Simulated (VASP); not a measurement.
# Ir (Pm-3n) in VASP: a series of runs

The runs below take Ir through single point, relaxation of cell and atoms, with r2SCAN.

Program: VASP 6.6.1. These are calculated values, not measurements. Logs are shortened: lines on timing, memory, paths and dates and some standing lists are left out, and cuts for length are marked.

## (1) The cell of the first run

The structure is cubic, space group Pm-3n (No. 223). Conventional cell: a = 4.909 Å, b = 4.909 Å, c = 4.909 Å, α = 90.00°, β = 90.00°, γ = 90.00°. Ir (site symmetry m-3) has 12 Ir at 2.74 Å within 3.6 Å. Ir (site symmetry -4m2) has 14 Ir at 2.45 to 3.01 Å within 3.2 Å.

## (2) Single point, r2SCAN

The input, POSCAR:

```
Ir
1.0
    4.9094568750      0.0000000000      0.0000000000
    0.0000000000      4.9094568750      0.0000000000
    0.0000000000      0.0000000000      4.9094568750
Ir
8
Direct
    0.5000000000      0.5000000000      0.5000000000
    0.0000000000      0.0000000000      0.0000000000
    0.2500000000      0.0000000000      0.5000000000
    0.5000000000      0.2500000000      0.0000000000
    0.5000000000      0.7500000000      0.0000000000
    0.7500000000      0.0000000000      0.5000000000
    0.0000000000      0.5000000000      0.7500000000
    0.0000000000      0.5000000000      0.2500000000
```

The input, INCAR.step1:

```
SYSTEM = Ir
ALGO = Normal
EDIFF = 1E-4
ENCUT = 520
GGA = PE
ISMEAR = 0
LASPH = .True.
LCHARG = .False.
LREAL = .False.
LWAVE = .True.
NBANDS = 46
NELM = 100
PREC = Accurate
SIGMA = 0.1
```

The input, INCAR.step2:

```
SYSTEM = Ir
ALGO = Normal
EDIFF = 1E-6
ENCUT = 520
ISIF = 2
ISMEAR = 0
ISTART = 1
LASPH = .True.
LCHARG = .False.
LMIXTAU = .True.
LREAL = .False.
LWAVE = .False.
METAGGA = R2SCAN
NBANDS = 46
NELM = 100
PREC = Accurate
SIGMA = 0.1
```

The input, KPOINTS:

```
k-points
0
Gamma
  4 4 4
  0 0 0
```

Potentials or basis: VASP PAW PBE potentials, release 64 (Ir).

The run is started by

```sh
> cat potpaw_PBE.64/Ir/POTCAR > POTCAR
> cp INCAR.step1 INCAR
> mpirun -np 1 vasp_std > vasp.out
> cp INCAR.step2 INCAR
> mpirun -np 1 vasp_std > vasp.out
```

OUTCAR:

```text
SYSTEM = Ir
   EDIFF = 1E-6
   ENCUT = 520
   ISIF = 2
   ISMEAR = 0
   ISTART = 1
   LASPH = .True.
   LREAL = .False.
   METAGGA = R2SCAN
   NELM = 100
   PREC = Accurate

 ion  position               nearest neighbor table
   1  0.500  0.500  0.500-   3 2.74   4 2.74   5 2.74   6 2.74   7 2.74   8 2.74   4 2.74   5 2.74
                             3 2.74   6 2.74   7 2.74   8 2.74
   2  0.000  0.000  0.000-   3 2.74   4 2.74   5 2.74   6 2.74   7 2.74   8 2.74   3 2.74   6 2.74
                             7 2.74   8 2.74   4 2.74   5 2.74
   3  0.250  0.000  0.500-   6 2.45   6 2.45   1 2.74   2 2.74   1 2.74   2 2.74   8 3.01   5 3.01
                             4 3.01   5 3.01   4 3.01   7 3.01   8 3.01   7 3.01
   4  0.500  0.250  0.000-   5 2.45   5 2.45   1 2.74   1 2.74   2 2.74   2 2.74   8 3.01   3 3.01
                             3 3.01   6 3.01   6 3.01   7 3.01   7 3.01   8 3.01
   5  0.500  0.750  0.000-   4 2.45   4 2.45   1 2.74   1 2.74   2 2.74   2 2.74   8 3.01   3 3.01
                             3 3.01   6 3.01   6 3.01   7 3.01   7 3.01   8 3.01
   6  0.750  0.000  0.500-   3 2.45   3 2.45   1 2.74   2 2.74   1 2.74   2 2.74   8 3.01   4 3.01
                             4 3.01   5 3.01   5 3.01   7 3.01   8 3.01   7 3.01
   7  0.000  0.500  0.750-   8 2.45   8 2.45   1 2.74   2 2.74   2 2.74   1 2.74   3 3.01   4 3.01
                             5 3.01   3 3.01   6 3.01   6 3.01   4 3.01   5 3.01
   8  0.000  0.500  0.250-   7 2.45   7 2.45   1 2.74   2 2.74   2 2.74   1 2.74   3 3.01   4 3.01
                             5 3.01   3 3.01   6 3.01   6 3.01   4 3.01   5 3.01

  LATTYP: Found a simple cubic cell.
 ALAT       =     4.9094568750

  Lattice vectors:

 A1 = (   4.9094568750,   0.0000000000,   0.0000000000)
 A2 = (   0.0000000000,   4.9094568750,   0.0000000000)
 A3 = (   0.0000000000,   0.0000000000,   4.9094568750)

Analysis of symmetry for initial positions (statically):
=====================================================================
 Subroutine PRICEL returns:
 Original cell was already a primitive cell.

 Routine SETGRP: Setting up the symmetry group for a
 simple cubic supercell.

 Subroutine GETGRP returns: Found 48 space group operations
 (whereof 24 operations were pure point group operations)
 out of a pool of 48 trial point group operations.

The static configuration has the point symmetry T_h .
 The point group associated with its full space group is O_h .

Analysis of symmetry for dynamics (positions and initial velocities):
=====================================================================
 Subroutine PRICEL returns:
 Original cell was already a primitive cell.

 Routine SETGRP: Setting up the symmetry group for a
 simple cubic supercell.

 Subroutine GETGRP returns: Found 48 space group operations
 (whereof 24 operations were pure point group operations)
 out of a pool of 48 trial point group operations.

The dynamic configuration has the point symmetry T_h .
 The point group associated with its full space group is O_h .

 Subroutine INISYM returns: Found 48 space group operations
 (whereof 24 operations are pure point group operations),
 and found     1 'primitive' translations

----------------------------------------------------------------------------------------

                                     Primitive cell

  volume of cell :     118.3315

  direct lattice vectors                    reciprocal lattice vectors
     4.909456875  0.000000000  0.000000000     0.203688519  0.000000000  0.000000000
     0.000000000  4.909456875  0.000000000     0.000000000  0.203688519  0.000000000
     0.000000000  0.000000000  4.909456875     0.000000000  0.000000000  0.203688519

  length of vectors
     4.909456875  4.909456875  4.909456875     0.203688519  0.203688519  0.203688519

  position of ions in fractional coordinates (direct lattice)
     0.500000000  0.500000000  0.500000000
     0.000000000  0.000000000  0.000000000
     0.250000000  0.000000000  0.500000000
     0.500000000  0.250000000  0.000000000
     0.500000000  0.750000000  0.000000000
     0.750000000  0.000000000  0.500000000
     0.000000000  0.500000000  0.750000000
     0.000000000  0.500000000  0.250000000

  ion indices of the primitive-cell ions
   primitive index   ion index
                 1           1
                 2           2
                 3           3
                 4           4
                 5           5
                 6           6
                 7           7
                 8           8

----------------------------------------------------------------------------------------

 KPOINTS: k-points

Automatic generation of k-mesh.
 Grid dimensions read from file:
 generate k-points for:    4    4    4

 Generating k-lattice:

  Cartesian coordinates                     Fractional coordinates (reciprocal lattice)
     0.050922130  0.000000000  0.000000000     0.250000000  0.000000000  0.000000000
     0.000000000  0.050922130  0.000000000     0.000000000  0.250000000  0.000000000
     0.000000000  0.000000000  0.050922130     0.000000000  0.000000000  0.250000000

  Length of vectors
     0.050922130  0.050922130  0.050922130

  Shift w.r.t. Gamma in fractional coordinates (k-lattice)
     0.000000000  0.000000000  0.000000000

 Subroutine IBZKPT returns following result:
 ===========================================

 Found     10 irreducible k-points:

 Following reciprocal coordinates:
            Coordinates               Weight
  0.000000  0.000000  0.000000      1.000000
  0.250000  0.000000  0.000000      6.000000
  0.500000  0.000000  0.000000      3.000000
  0.250000  0.250000  0.000000     12.000000
  0.500000  0.250000  0.000000     12.000000
  0.500000  0.500000  0.000000      3.000000
  0.250000  0.250000  0.250000      8.000000
  0.500000  0.250000  0.250000     12.000000
  0.500000  0.500000  0.250000      6.000000
  0.500000  0.500000  0.500000      1.000000
   k-points           NKPTS =     10   k-points in BZ     NKDIM =     10   number of bands    NBANDS=     46
   number of dos      NEDOS =    301   number of ions     NIONS =      8
   total plane-waves  NPLWV =  64000
   dimension x,y,z NGX =    40 NGY =   40 NGZ =   40
   dimension x,y,z NGXF=    80 NGYF=   80 NGZF=   80
   ions per type =               8
   NGX,Y,Z   is equivalent  to a cutoff of  13.54, 13.54, 13.54 a.u.
   NGXF,Y,Z  is equivalent  to a cutoff of  27.09, 27.09, 27.09 a.u.
 SYSTEM =  Ir
   PREC   = accura    normal or accurate (medium, high low for compatibility)
   ISTART =      1    job   : 0-new  1-cont  2-samecut
   ICHARG =      0    charge: 1-file 2-atom 10-const
   ISPIN  =      1    spin polarized calculation?
   LNONCOLLINEAR =      F non collinear calculations
   LSORBIT =      F    spin-orbit coupling
   LASPH  =      T    aspherical Exc in radial PAW
   ENCUT  =  520.0 eV  38.22 Ry    6.18 a.u.   9.13  9.13  9.13*2*pi/ulx,y,z
   NELM   =    100;   NELMIN=  2; NELMDL=  0     # of ELM steps
   EDIFF  = 0.1E-05   stopping-criterion for ELM
   LREAL  =      F    real-space projection
   EDIFFG = 0.1E-04   stopping-criterion for IOM
   NSW    =      0    number of steps for IOM
   IBRION =     -1    ionic relax: 0-MD 1-quasi-New 2-CG
   NFREE  =      0    steps in history (QN), initial steepest desc. (CG)
   ISIF   =      2    stress and relaxation
   ISYM   =      2    0-nonsym 1-usesym 2-fastsym
   POTIM  = 0.5000    time-step for ionic-motion
   TEBEG  =    0.0;   TEEND  =   0.0 temperature during run
   PSTRESS=    0.0 pullay stress
   NELECT =      72.0000    total number of electrons
   NUPDOWN=      -1.0000    fix difference up-down
   EMIN   =  10.00;   EMAX   =-10.00  energy-range for DOS
   EFERMI =   0.00;   METHOD = LEGACY
   ISMEAR =     0;   SIGMA  =   0.10  broadening in eV -4-tet -1-fermi 0-gaus
   EFERMI_NEDOS =   21; number of points for ismear=-14 and -15
   IALGO  =     38    algorithm
   IMIX   =      4    mixing-type and parameters
     AMIX     =   0.40;   BMIX     =  1.00
     AMIX_MAG =   1.60;   BMIX_MAG =  1.00
  volume/ion in A,a.u.               =      14.79        99.82
  Fermi-wavevector in a.u.,A,eV,Ry     =   1.387242  2.621507 26.183599  1.924440
  Thomas-Fermi vector in A             =   2.511482
   LORBIT       =      0    0 simple, 1 ext, 2 COOP (PROOUT), +10 PAW based schemes
   METAGGA = R2SCAN    functional components
   LHFCALC =     F    Hartree Fock is set to
   AEXX    =    0.0000 exact exchange contribution
   IVDW    =     0    specifies the selected vdW correction
   LEPSILON=     F    determine dielectric tensor
   LRPA    =     F    only Hartree local field effects (RPA)
 non-spin polarized calculation
 Gauss-broadening in eV      SIGMA  =   0.10
  energy-cutoff  :      520.00
  volume of cell :      118.33
 maximum number of plane-waves:      3218
 NGX is ok and might be reduce to    40
   NGX = 19   NGY = 19   NGZ = 19

 number of electron      71.9999992 magnetization

 Free energy of the ion-electron system (eV)
  ---------------------------------------------------
  ext. energy  EPLUGINS =         0.00000000
  ---------------------------------------------------
  free energy    TOTEN  =      -414.33061567 eV

  energy without entropy =     -414.26452626  energy(sigma->0) =     -414.29757096

 E-fermi :   9.5474     XC(G=0): -14.9870

 val. band max:        9.5046823916   @ k =   0.2500   0.2500   0.2500
 cond. band min:       9.5542689841   @ k =   0.5000   0.5000   0.2500
 fundamental gap:      0.0495865925
 Fermi energy:         9.5474224526

 k-point     1 :       0.0000    0.0000    0.0000
  band No.  band energies     occupation
      1      -1.6274      2.00000
      2       1.2726      2.00000
      3       1.2726      2.00000
      4       2.6701      2.00000
      5       2.9250      2.00000
      6       2.9375      2.00000
[... 38 lines left out ...]
     45      13.9160      0.00000
     46      13.9160      0.00000
[... 400 lines left out ...]
      6       2.5636      2.00000
[... 38 lines left out ...]
     45      10.6393      0.00000
     46      10.6400      0.00000

------------------------ aborting loop because EDIFF is reached ----------------------------------------

  FORCE on cell =-STRESS in cart. coord.  units (eV):
  Direction    XX          YY          ZZ          XY          YZ          ZX
  --------------------------------------------------------------------------------------
  -------------------------------------------------------------------------------------
  Total        1.7501618      1.7501618      1.7501618     -0.0000000      0.0000000      0.0000000
  in kB       23.6967305     23.6967305     23.6967305     -0.0000000      0.0000000      0.0000000
  external PRESSURE =      23.6967305 kB  Pullay stress =       0.0000000 kB

 VOLUME and BASIS-vectors are now :
 -----------------------------------------------------------------------------
  energy-cutoff  :      520.00
  volume of cell :      118.33
      direct lattice vectors                 reciprocal lattice vectors
     4.909456875  0.000000000  0.000000000     0.203688519  0.000000000  0.000000000
     0.000000000  4.909456875  0.000000000     0.000000000  0.203688519  0.000000000
     0.000000000  0.000000000  4.909456875     0.000000000  0.000000000  0.203688519

 POSITION                                       TOTAL-FORCE (eV/Angst)
 -----------------------------------------------------------------------------------
      2.45473      2.45473      2.45473        -0.000000     -0.000000      0.000000
      0.00000      0.00000      0.00000        -0.000000     -0.000000      0.000000
      1.22736      0.00000      2.45473         0.000000      0.000000     -0.000000
      2.45473      1.22736      0.00000        -0.000000      0.000000      0.000000
      2.45473      3.68209      0.00000         0.000000     -0.000000     -0.000000
      3.68209      0.00000      2.45473        -0.000000     -0.000000      0.000000
      0.00000      2.45473      3.68209         0.000000     -0.000000     -0.000000
      0.00000      2.45473      1.22736        -0.000000      0.000000      0.000000
 -----------------------------------------------------------------------------------
    total drift:                               -0.000000     -0.000000     -0.000000

  FREE ENERGIE OF THE ION-ELECTRON SYSTEM (eV)
  ---------------------------------------------------
  free  energy   TOTEN  =      -414.3306156660 eV

  energy  without entropy=     -414.2645262605  energy(sigma->0) =     -414.29757096
```

Wall time 3.8 min (1 thread of Intel Xeon Platinum 8259CL at 2.50GHz (Skylake/Cascade Lake), shared host); peak memory 0.26 GiB.

Results:

| Property | Result |
| --- | --- |
| Free energy | -414.3306 eV |
| Pressure | 2.4 GPa |
| Band gap on the k mesh | zero (band 36 reaches 9.89 eV, above the bottom of band 37 at 9.35 eV) |

Levels at points of the mesh, in eV from the Fermi level:
| k point | band 32 | band 33 | band 34 | band 35 | band 36 | band 37 | band 38 | band 39 | band 40 | band 41 |
| --- | --- | --- | --- | --- | --- | --- | --- | --- | --- | --- |
| (0.00, 0.00, 0.00) | -1.26 | -1.26 | -0.44 | -0.44 | 0.34 | 0.34 | 0.34 | 0.91 | 0.91 | 0.91 |
| (0.50, 0.00, 0.00) | -1.08 | -0.46 | -0.46 | -0.22 | -0.22 | -0.19 | -0.19 | 0.87 | 0.87 | 1.44 |
| (0.50, 0.50, 0.00) | -1.02 | -1.02 | -0.79 | -0.12 | -0.12 | -0.12 | 0.07 | 0.31 | 0.31 | 0.85 |
| (0.50, 0.50, 0.50) | -0.31 | -0.31 | -0.31 | -0.31 | -0.31 | 0.08 | 0.08 | 0.08 | 0.08 | 1.09 |

Caveat: the PAW data sets were made with another functional, which shifts forces and pressure a little; spin-orbit coupling is left out, which moves the levels of the heavy elements.

## (3) Relaxation of cell and atoms, r2SCAN

This run uses another cell than the first one, of 14.50 Å³/atom, 0.981 times its volume.

POSCAR: that of step 2 with these lines changed.

```diff
@@ -2,5 +2,5 @@
 1.0
-    4.9094568750      0.0000000000      0.0000000000
-    0.0000000000      4.9094568750      0.0000000000
-    0.0000000000      0.0000000000      4.9094568750
+    4.8773957365      0.0000000000      0.0000000000
+    0.0000000000      4.8773957365      0.0000000000
+    0.0000000000      0.0000000000      4.8773957365
 Ir
```

The input, INCAR.step1:

```
SYSTEM = Ir
PREC     = Accurate       ! precision mode
ENCUT    = 600            ! plane-wave cutoff, eV
ISMEAR   = 0              ! smearing method
SIGMA    = 0.1            ! smearing width, eV
LREAL    = .False.        ! projectors in reciprocal space
LASPH    = .True.         ! aspherical terms in the spheres
NELM     = 100            ! most SCF steps
GGA      = PE             ! functional
ALGO     = Normal         ! electronic algorithm
EDIFF    = 1E-4           ! SCF threshold, eV
LWAVE    = .True.         ! write WAVECAR
LCHARG   = .False.        ! write CHGCAR
```

The input, INCAR.step2:

```
SYSTEM = Ir
PREC     = Accurate       ! precision mode
ENCUT    = 600            ! plane-wave cutoff, eV
EDIFF    = 1E-6           ! SCF threshold, eV
ISMEAR   = 0              ! smearing method
SIGMA    = 0.1            ! smearing width, eV
LREAL    = .False.        ! projectors in reciprocal space
LASPH    = .True.         ! aspherical terms in the spheres
NELM     = 100            ! most SCF steps
ALGO     = Normal         ! electronic algorithm
ISIF     = 3              ! what is computed and relaxed
LWAVE    = .False.        ! write WAVECAR
LCHARG   = .False.        ! write CHGCAR
METAGGA  = R2SCAN         ! meta-GGA
LMIXTAU  = .True.       
IBRION   = 2              ! ionic algorithm
NSW      = 90             ! ionic steps
EDIFFG   = -0.04          ! ionic threshold
ISTART   = 1
```

The input, KPOINTS:

```
regular mesh
0
Gamma
  4 4 4
  0 0 0
```

Potentials or basis: VASP PAW PBE potentials, release 64 (Ir).

The run is started by

```sh
> cat potpaw_PBE.64/Ir/POTCAR > POTCAR
> cp INCAR.step1 INCAR
> mpirun -np 1 vasp_std > vasp.out
> cp INCAR.step2 INCAR
> mpirun -np 1 vasp_std > vasp.out
```

Run time: 7.6 min. Hardware: 1 thread of Intel Xeon Platinum 8375C at 2.90GHz (Ice Lake), shared host; peak memory 0.29 GiB.

It converged, with:

```yaml
Free_energy: -414.3341 eV
Relaxed_volume: 14.91 Å³/atom
Relaxed_cell: a = 4.923 Å, b = 4.923 Å, c = 4.923 Å, α = 90.00°, β = 90.00°, γ = 90.00°
Space_group_after_relaxing_to_0.05_Å: Pm-3n (No. 223)
Energy_gained_by_relaxing: 11.3 meV/atom
Ionic_steps: 3
Pressure_after_relaxing: -0.4 GPa
Band_gap_on_the_k_mesh: zero (band 36 reaches 9.75 eV, above the bottom of band 37 at 9.22 eV)
```

Step by step:
```csv
step,energy change (eV),largest force (eV/Å),pressure (GPa),volume (Å³)
1,0.0000,0.0000,9.56,116.03
2,0.9549,0.0000,-25.22,131.18
3,-0.0906,0.0000,-0.36,119.29
```

Final structure:
```
Ir
1.0
     4.92274    0.00000    0.00000
     0.00000    4.92274    0.00000
     0.00000    0.00000    4.92274
Ir
8
Cartesian
  2.4614 2.4614 2.4614
  0.0000 0.0000 0.0000
  1.2307 0.0000 2.4614
  2.4614 1.2307 0.0000
  2.4614 3.6921 0.0000
  3.6921 0.0000 2.4614
  0.0000 2.4614 3.6921
  0.0000 2.4614 1.2307
```

Levels at points of the mesh, in eV from the Fermi level:
```csv
k point,band 32,band 33,band 34,band 35,band 36,band 37,band 38,band 39,band 40,band 41
"(0.00, 0.00, 0.00)",-1.24,-1.24,-0.44,-0.44,0.34,0.34,0.34,0.89,0.89,0.89
"(0.50, 0.00, 0.00)",-1.06,-0.45,-0.45,-0.21,-0.21,-0.19,-0.19,0.85,0.85,1.42
"(0.50, 0.50, 0.00)",-1.00,-1.00,-0.77,-0.12,-0.12,-0.12,0.07,0.31,0.31,0.84
"(0.50, 0.50, 0.50)",-0.30,-0.30,-0.30,-0.30,-0.30,0.08,0.08,0.08,0.08,1.08
```

Caveat: the PAW data sets were made with another functional, which shifts forces and pressure a little; spin-orbit coupling is left out, which moves the levels of the heavy elements.

(Continued in part 2 of 2.)
